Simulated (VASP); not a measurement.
# Al7Ga25As32 (P1) in VASP: relaxation of volume and atoms at fixed shape with PBEsol

Aim: the relaxation of volume and atoms at fixed shape of Al7Ga25As32 with PBEsol.

Program: VASP 6.6.1. These are calculated values, not measurements. Logs are shortened: lines on timing, memory, paths and dates and some standing lists are left out, and cuts for length are marked.

**1. The cell of the first run**

The typed cell holds 64 atoms: a = 11.326 Å, b = 11.326 Å, c = 11.326 Å, α = 90.00°, β = 90.00°, γ = 90.00°.

**2. Relaxation of volume and atoms at fixed shape, PBEsol**

The input, INCAR:

```
SYSTEM = Al7Ga25As32
PREC = Accurate ; ENCUT = 500
EDIFF = 1E-7 ; ISMEAR = -1
SIGMA = 0.05 ; LREAL = Auto
LASPH = .True. ; NELM = 120
ALGO = Normal ; ISIF = 8
LWAVE = .False. ; LCHARG = .False.
GGA = PS ; IBRION = 2
NSW = 100 ; EDIFFG = -0.03
ISYM = -1 ; GGA_COMPAT = .False.
NELMIN = 4 ; KPAR = 1
```

The input, KPOINTS:

```
explicit points
1
Reciprocal
  0.25000000   0.25000000   0.25000000 1
```

The input, POSCAR:

```
Al7Ga25As32
1.0
   11.3262030000      0.0000000000      0.0000000000
    0.0000000000     11.3262030000      0.0000000000
    0.0000000000      0.0000000000     11.3262030000
Ga Al As
25 7 32
Direct
    0.0014430000      0.9999520000      0.9995210000
    0.9972200000      0.4987740000      0.9979310000
    0.0018920000      0.5008480000      0.5034220000
    0.5018790000      0.0001880000      0.9964390000
    0.4987770000      0.5005960000      0.5021690000
    0.2520190000      0.2454110000      0.9981930000
    0.2497390000      0.2470820000      0.4988240000
    0.2494910000      0.7516780000      0.0028690000
    0.7485890000      0.2491260000      0.5023900000
    0.7499840000      0.7507800000      0.0045660000
    0.7507160000      0.7488310000      0.4997230000
    0.2481630000      0.0036440000      0.2480110000
    0.2506020000      0.9967270000      0.7508670000
    0.2496770000      0.5010430000      0.2481870000
    0.2507440000      0.5008510000      0.7513800000
    0.7511700000      0.0019590000      0.7521540000
    0.7491240000      0.5051550000      0.2498350000
    0.7500820000      0.5012280000      0.7495910000
    0.9985760000      0.2494170000      0.2471040000
    0.9963650000      0.2520070000      0.7519610000
    0.0012070000      0.7480320000      0.2525010000
    0.0026750000      0.7527470000      0.7513060000
    0.4974740000      0.2525480000      0.2493650000
    0.5038720000      0.2524190000      0.7519090000
    0.5038570000      0.7498480000      0.2489770000
    0.9991050000      0.9974520000      0.4992210000
    0.5019120000      0.0010380000      0.5033980000
    0.5008810000      0.5011610000      0.9995690000
    0.2509730000      0.7505530000      0.5009900000
    0.7504960000      0.2518270000      0.0039270000
    0.7518910000      0.0022550000      0.2514210000
    0.4993990000      0.7505830000      0.7500980000
    0.1208780000      0.1255510000      0.1272820000
    0.1251520000      0.1253050000      0.6240520000
    0.1242570000      0.6238750000      0.1249170000
    0.1280990000      0.6242980000      0.6231620000
    0.6264890000      0.1252030000      0.1245050000
    0.6242430000      0.1263340000      0.6282850000
    0.6273480000      0.6238700000      0.1224980000
    0.6273620000      0.6280160000      0.6198790000
    0.3749580000      0.3752890000      0.1274750000
    0.3764310000      0.3771880000      0.6258260000
    0.3716760000      0.8754000000      0.1242330000
    0.3770160000      0.8738590000      0.6215030000
    0.8753150000      0.3762180000      0.1277390000
    0.8758510000      0.3750920000      0.6267230000
    0.8749850000      0.8764400000      0.1259090000
    0.8753580000      0.8771810000      0.6219100000
    0.3739150000      0.1269390000      0.3765090000
    0.3757510000      0.1233170000      0.8768720000
    0.3750240000      0.6272980000      0.3730800000
    0.3745140000      0.6255650000      0.8727340000
    0.8743480000      0.1238910000      0.3761560000
    0.8753530000      0.1264160000      0.8762540000
    0.8739880000      0.6240240000      0.3747890000
    0.8742380000      0.6196730000      0.8764750000
    0.1263690000      0.3727590000      0.3744730000
    0.1256520000      0.3714230000      0.8761830000
    0.1252190000      0.8752270000      0.3747260000
    0.1255800000      0.8733990000      0.8743190000
    0.6255550000      0.3744690000      0.3745490000
    0.6243750000      0.3737320000      0.8745700000
    0.6237920000      0.8766810000      0.3727600000
    0.6249290000      0.8769970000      0.8739800000
```

Potentials or basis: VASP PAW PBE potentials, release 64 (Ga_d, Al, As).

On the command line:

```console
$ cat potpaw_PBE.64/Ga_d/POTCAR potpaw_PBE.64/Al/POTCAR potpaw_PBE.64/As/POTCAR > POTCAR
$ mpirun -np 4 vasp_std > vasp.out
```

OUTCAR:

```text
SYSTEM = Al7Ga25As32
   PREC = Accurate
   ENCUT = 500
   EDIFF = 1E-7
   ISMEAR = -1
   LREAL = Auto
   LASPH = .True.
   NELM = 120
   ISIF = 8
   GGA = PS
   IBRION = 2
   NSW = 100
   EDIFFG = -0.03
   ISYM = -1
   NELMIN = 4

 ion  position               nearest neighbor table
   1  0.001  1.000  1.000-  33 2.44  54 2.46  60 2.46  47 2.46
   2  0.997  0.499  0.998-  56 2.39  45 2.45  58 2.47  35 2.48
   3  0.002  0.501  0.503-  36 2.42  46 2.45  55 2.48  57 2.50
   4  0.502  0.000  0.996-  64 2.41  50 2.41  37 2.47  43 2.50
   5  0.499  0.501  0.502-  42 2.42  40 2.45  51 2.48  61 2.49
   6  0.252  0.245  0.998-  50 2.40  58 2.45  33 2.49  41 2.50
[... 56 lines left out ...]
  63  0.624  0.877  0.373-  25 2.42  31 2.45  27 2.47  11 2.50
  64  0.625  0.877  0.874-   4 2.41  16 2.44  32 2.46  10 2.50

IMPORTANT INFORMATION: All symmetrisations will be switched off!
NOSYMM: (Re-)initialisation of all symmetry stuff for point group C_1.

----------------------------------------------------------------------------------------

                                     Primitive cell

  volume of cell :    1452.9579

  direct lattice vectors                    reciprocal lattice vectors
    11.326203000  0.000000000  0.000000000     0.088290842  0.000000000  0.000000000
     0.000000000 11.326203000  0.000000000     0.000000000  0.088290842  0.000000000
     0.000000000  0.000000000 11.326203000     0.000000000  0.000000000  0.088290842

  length of vectors
    11.326203000 11.326203000 11.326203000     0.088290842  0.088290842  0.088290842

  position of ions in fractional coordinates (direct lattice)
     0.001443000  0.999952000  0.999521000
     0.997220000  0.498774000  0.997931000
     0.001892000  0.500848000  0.503422000
     0.501879000  0.000188000  0.996439000
     0.498777000  0.500596000  0.502169000
     0.252019000  0.245411000  0.998193000
[... 56 lines left out ...]
     0.623792000  0.876681000  0.372760000
     0.624929000  0.876997000  0.873980000

  ion indices of the primitive-cell ions
   primitive index   ion index
                 1           1
                 2           2
                 3           3
                 4           4
                 5           5
                 6           6
[... 56 lines left out ...]
                63          63
                64          64

----------------------------------------------------------------------------------------

 KPOINTS: explicit points

Read explicit list of k-points.

 Found      1 k-points:

 Following reciprocal coordinates:
            Coordinates               Weight
  0.250000  0.250000  0.250000      1.000000
   k-points           NKPTS =      1   k-points in BZ     NKDIM =      1   number of bands    NBANDS=    304
   number of dos      NEDOS =    301   number of ions     NIONS =     64
   total plane-waves  NPLWV = 592704
   dimension x,y,z NGX =    84 NGY =   84 NGZ =   84
   dimension x,y,z NGXF=   168 NGYF=  168 NGZF=  168
   ions per type =              25   7  32
   NGX,Y,Z   is equivalent  to a cutoff of  12.33, 12.33, 12.33 a.u.
   NGXF,Y,Z  is equivalent  to a cutoff of  24.66, 24.66, 24.66 a.u.
 SYSTEM =  Al7Ga25As32
   PREC   = accura    normal or accurate (medium, high low for compatibility)
   ISTART =      0    job   : 0-new  1-cont  2-samecut
   ICHARG =      2    charge: 1-file 2-atom 10-const
   ISPIN  =      1    spin polarized calculation?
   LNONCOLLINEAR =      F non collinear calculations
   LSORBIT =      F    spin-orbit coupling
   LASPH  =      T    aspherical Exc in radial PAW
   ENCUT  =  500.0 eV  36.75 Ry    6.06 a.u.  20.65 20.65 20.65*2*pi/ulx,y,z
   NELM   =    120;   NELMIN=  4; NELMDL= -5     # of ELM steps
   EDIFF  = 0.1E-06   stopping-criterion for ELM
   LREAL  =      T    real-space projection
   EDIFFG = -.3E-01   stopping-criterion for IOM
   NSW    =    100    number of steps for IOM
   IBRION =      2    ionic relax: 0-MD 1-quasi-New 2-CG
   NFREE  =      1    steps in history (QN), initial steepest desc. (CG)
   ISIF   =      8    stress and relaxation
   ISYM   =     -1    0-nonsym 1-usesym 2-fastsym
   POTIM  = 0.5000    time-step for ionic-motion
   TEBEG  =    0.0;   TEEND  =   0.0 temperature during run
   PSTRESS=    0.0 pullay stress
   NELECT =     506.0000    total number of electrons
   NUPDOWN=      -1.0000    fix difference up-down
   EMIN   =  10.00;   EMAX   =-10.00  energy-range for DOS
   EFERMI =   0.00;   METHOD = LEGACY
   ISMEAR =    -1;   SIGMA  =   0.05  broadening in eV -4-tet -1-fermi 0-gaus
   EFERMI_NEDOS =   21; number of points for ismear=-14 and -15
   IALGO  =     38    algorithm
   IMIX   =      4    mixing-type and parameters
     AMIX     =   0.40;   BMIX     =  1.00
     AMIX_MAG =   1.60;   BMIX_MAG =  1.00
  volume/ion in A,a.u.               =      22.70       153.20
  Fermi-wavevector in a.u.,A,eV,Ry     =   1.151792  2.176571 18.049821  1.326624
  Thomas-Fermi vector in A             =   2.288447
   LORBIT       =      0    0 simple, 1 ext, 2 COOP (PROOUT), +10 PAW based schemes
   GGA     = PS    functional components
   LHFCALC =     F    Hartree Fock is set to
   AEXX    =    0.0000 exact exchange contribution
   IVDW    =     0    specifies the selected vdW correction
   LEPSILON=     F    determine dielectric tensor
   LRPA    =     F    only Hartree local field effects (RPA)
 conjugate gradient relaxation of ions
 non-spin polarized calculation
  energy-cutoff  :      500.00
  volume of cell :     1452.96
 maximum number of plane-waves:     36903
 NGX is ok and might be reduce to    84
   NGX = 41   NGY = 41   NGZ = 41

--------------------------------------- Ionic step        1  -------------------------------------------

 number of electron     506.0000027 magnetization

 Free energy of the ion-electron system (eV)
  ---------------------------------------------------
  ext. energy  EPLUGINS =         0.00000000
  ---------------------------------------------------
  free energy    TOTEN  =      -297.07935612 eV

  energy without entropy =     -297.07935358  energy(sigma->0) =     -297.07935485

------------------------ aborting loop because EDIFF is reached ----------------------------------------

  FORCE on cell =-STRESS in cart. coord.  units (eV):
  Direction    XX          YY          ZZ          XY          YZ          ZX
  --------------------------------------------------------------------------------------
  -------------------------------------------------------------------------------------
  Total        2.6531949      2.5054284      2.4461703     -4.8433736     -6.4535260     -5.7046587
  in kB        2.9256793      2.7627370      2.6973931     -5.3407904     -7.1163062     -6.2905298
  external PRESSURE =       2.7952698 kB  Pullay stress =       0.0000000 kB
[... 275 lines left out ...]
  FREE ENERGIE OF THE ION-ELECTRON SYSTEM (eV)
  ---------------------------------------------------
  free  energy   TOTEN  =      -297.4995980659 eV

  energy  without entropy=     -297.4995951850  energy(sigma->0) =     -297.49959663

[... ionic steps 4 to 7 ...]

--------------------------------------- Ionic step        8  -------------------------------------------

 number of electron     506.0000400 magnetization

------------------------ aborting loop because EDIFF is reached ----------------------------------------

  FORCE on cell =-STRESS in cart. coord.  units (eV):
  Direction    XX          YY          ZZ          XY          YZ          ZX
  --------------------------------------------------------------------------------------
  -------------------------------------------------------------------------------------
  Total       -0.2059777     -0.2283341     -0.2178229     -6.8153037     -6.8582257     -6.8329551
  in kB       -0.2264771     -0.2510584     -0.2395012     -7.4935791     -7.5407727     -7.5129872
  external PRESSURE =      -0.2390123 kB  Pullay stress =       0.0000000 kB
[... 181 lines left out ...]
  energy  without entropy=     -297.5408950470  energy(sigma->0) =     -297.54089627

--------------------------------------- Ionic step       10  -------------------------------------------

 number of electron     506.0000436 magnetization

 Free energy of the ion-electron system (eV)
  ---------------------------------------------------
  ext. energy  EPLUGINS =         0.00000000
  ---------------------------------------------------
  free energy    TOTEN  =      -297.54326590 eV

  energy without entropy =     -297.54326347  energy(sigma->0) =     -297.54326469

 E-fermi :   4.2690     XC(G=0):  -9.6177

 val. band max:        3.5330811788   @ k =   0.2500   0.2500   0.2500
 cond. band min:       4.9716652167   @ k =   0.2500   0.2500   0.2500
 fundamental gap:      1.4385840379
 Fermi energy:         4.2689584513

 k-point     1 :       0.2500    0.2500    0.2500
  band No.  band energies     occupation
      1     -11.0283      2.00000
      2     -11.0261      2.00000
      3     -11.0254      2.00000
      4     -11.0229      2.00000
      5     -11.0212      2.00000
      6     -11.0182      2.00000
[... 257 lines left out ...]
    264       5.9554      0.00000
    265       6.0558      0.00000
 [bands above 265 left out]

------------------------ aborting loop because EDIFF is reached ----------------------------------------

  FORCE on cell =-STRESS in cart. coord.  units (eV):
  Direction    XX          YY          ZZ          XY          YZ          ZX
  --------------------------------------------------------------------------------------
  -------------------------------------------------------------------------------------
  Total        0.1765304      0.1752228      0.1767748     -6.8788054     -6.8659434     -6.8606212
  in kB        0.1942042      0.1927657      0.1944731     -7.5674948     -7.5533452     -7.5474901
  external PRESSURE =       0.1938143 kB  Pullay stress =       0.0000000 kB
[... 79 lines left out ...]
  FREE ENERGIE OF THE ION-ELECTRON SYSTEM (eV)
  ---------------------------------------------------
  free  energy   TOTEN  =      -297.5432659036 eV

  energy  without entropy=     -297.5432634743  energy(sigma->0) =     -297.54326469

 reached required accuracy - stopping structural energy minimisation
```

Run time: 39 min. Hardware: 4 MPI ranks of Intel Xeon Platinum 8259CL at 2.50GHz (Skylake/Cascade Lake), shared host; peak memory 0.54 GiB.

Results:

```
Free energy                           : -297.5433 eV
Relaxed volume                        : 22.76 Å³/atom
Relaxed cell                          : a = 11.335 Å, b = 11.335 Å, c = 11.335 Å, α = 90.00°, β = 90.00°, γ = 90.00°
Space group after relaxing (to 0.1 Å) : P1 (No. 1)
Energy gained by relaxing             : 7.2 meV/atom
Ionic steps                           : 10
Pressure after relaxing               : 0.0 GPa
Largest force after relaxing          : 0.028 eV/Å
Band gap on the k mesh                : 1.44 eV
```

Forces on the atoms (eV/Å):
```
Ga  -0.010  0.009  0.002
Ga   0.001  0.000  0.015
Ga  -0.014  0.009 -0.011
Ga   0.000  0.003 -0.001
Ga   0.008  0.005  0.006
Ga   0.000  0.018 -0.007
Ga   0.007  0.013  0.006
Ga   0.004 -0.008 -0.005
Ga   0.010 -0.010 -0.004
Ga  -0.020  0.006 -0.010
Ga  -0.012 -0.007  0.005
Ga  -0.002 -0.013  0.010
Ga   0.005  0.007  0.003
Ga  -0.001  0.014  0.006
Ga   0.004  0.000  0.010
Ga  -0.007 -0.006  0.003
Ga   0.020 -0.010 -0.017
Ga  -0.006 -0.015  0.009
Ga  -0.007  0.003 -0.007
Ga   0.010  0.001  0.005
Ga   0.004  0.007 -0.001
Ga  -0.002  0.007  0.006
Ga   0.007 -0.011 -0.009
Ga   0.004 -0.006  0.001
Ga   0.003 -0.004  0.012
Al  -0.012 -0.003 -0.004
Al  -0.009 -0.019  0.005
Al   0.012  0.001 -0.002
Al  -0.003  0.015  0.005
Al   0.009 -0.003 -0.012
Al   0.001 -0.007 -0.001
Al  -0.009 -0.002  0.003
As  -0.007  0.004  0.004
As  -0.007 -0.010 -0.001
As   0.006  0.007  0.011
As   0.002  0.003 -0.012
As   0.009  0.009 -0.007
As  -0.010 -0.007 -0.016
As   0.006 -0.018  0.014
As   0.001  0.001  0.015
As   0.004 -0.007 -0.004
As   0.004 -0.006  0.007
As   0.001 -0.011  0.014
As  -0.011  0.001 -0.008
As  -0.004 -0.017  0.000
As  -0.003 -0.007 -0.007
As   0.005  0.006 -0.003
As   0.002  0.011 -0.014
As   0.004 -0.013 -0.001
As   0.002  0.022 -0.005
As  -0.010  0.010  0.019
As   0.011 -0.001  0.003
As   0.004  0.007 -0.024
As   0.000 -0.006 -0.003
As  -0.006  0.000 -0.014
As   0.007 -0.007  0.007
As  -0.018  0.009 -0.014
As  -0.004  0.008  0.004
As   0.008  0.000  0.004
As   0.005  0.022  0.006
As   0.021  0.006 -0.007
As  -0.007 -0.008 -0.011
As   0.002 -0.009  0.022
As  -0.010  0.004  0.000
```

The path:
| step | energy change (eV) | largest force (eV/Å) | pressure (GPa) | volume (Å³) |
| --- | --- | --- | --- | --- |
| 1 | 0.0000 | 0.9503 | 0.28 | 1452.96 |
| 2 | -0.4079 | 0.2111 | -0.22 | 1461.30 |
| 3 | -0.4202 | 0.1539 | -0.30 | 1463.05 |
| 4 | -0.4441 | 0.0951 | 0.12 | 1454.03 |
| 5 | -0.4443 | 0.0955 | 0.17 | 1452.96 |
| 6 | -0.4538 | 0.0655 | 0.05 | 1455.69 |
| 7 | -0.4556 | 0.0611 | -0.04 | 1457.44 |
| 8 | -0.4598 | 0.0419 | -0.02 | 1457.16 |
| 9 | -0.4615 | 0.0499 | -0.01 | 1456.83 |
| 10 | -0.4639 | 0.0278 | 0.02 | 1456.37 |

Final structure:
```
CELL_PARAMETERS angstrom
11.33506 0.00000 0.00000
0.00000 11.33506 0.00000
0.00000 0.00000 11.33506
ATOMIC_POSITIONS crystal
Ga 0.00086 0.99940 0.99988
Ga 0.00007 0.49954 0.99970
Ga 0.00071 0.49969 0.50093
Ga 0.50061 0.99989 0.99975
Ga 0.49991 0.49995 0.49967
Ga 0.25020 0.24880 0.00044
Ga 0.25007 0.25014 0.50098
Ga 0.24976 0.75041 0.00089
Ga 0.74983 0.25110 0.50112
Ga 0.75149 0.75035 0.00052
Ga 0.75081 0.75042 0.50010
Ga 0.25035 0.00134 0.24967
Ga 0.25013 0.00016 0.75030
Ga 0.24992 0.49972 0.24994
Ga 0.24984 0.49999 0.75071
Ga 0.75097 0.00077 0.75094
Ga 0.74972 0.50155 0.25116
Ga 0.75039 0.50107 0.74925
Ga 0.00003 0.25099 0.25081
Ga 0.00027 0.24996 0.75037
Ga 0.00058 0.74967 0.24996
Ga 0.00013 0.74965 0.75018
Ga 0.49936 0.25101 0.25054
Ga 0.50030 0.25080 0.75043
Ga 0.50063 0.75070 0.24938
Al 0.00002 0.99986 0.49965
Al 0.50051 0.00056 0.49995
Al 0.49940 0.50019 0.99973
Al 0.25040 0.74960 0.49936
Al 0.74964 0.25043 0.00054
Al 0.75009 0.00079 0.24968
Al 0.50018 0.75029 0.74972
As 0.12434 0.12519 0.12521
As 0.12491 0.12479 0.62526
As 0.12473 0.62441 0.12469
As 0.12540 0.62489 0.62550
As 0.62400 0.12564 0.12546
As 0.62532 0.12542 0.62575
As 0.62511 0.62557 0.12443
As 0.62524 0.62523 0.62401
As 0.37448 0.37494 0.12501
As 0.37496 0.37548 0.62527
As 0.37507 0.87586 0.12480
As 0.37519 0.87556 0.62486
As 0.87468 0.37600 0.12581
As 0.87541 0.37525 0.62555
As 0.87594 0.87511 0.12531
As 0.87521 0.87512 0.62587
As 0.37498 0.12607 0.37547
As 0.37540 0.12452 0.87496
As 0.37584 0.62486 0.37387
As 0.37461 0.62595 0.87543
As 0.87461 0.12596 0.37576
As 0.87580 0.12528 0.87600
As 0.87594 0.62511 0.37589
As 0.87528 0.62496 0.87503
As 0.12559 0.37502 0.37577
As 0.12543 0.37424 0.87535
As 0.12572 0.87536 0.37441
As 0.12533 0.87453 0.87487
As 0.62485 0.37527 0.37538
As 0.62572 0.37622 0.87485
As 0.62575 0.87532 0.37492
As 0.62601 0.87474 0.87514
```

Caveat: the PAW data sets were made with another functional, which shifts forces and pressure a little; a shifted mesh leaves out Γ, where band edges can lie.
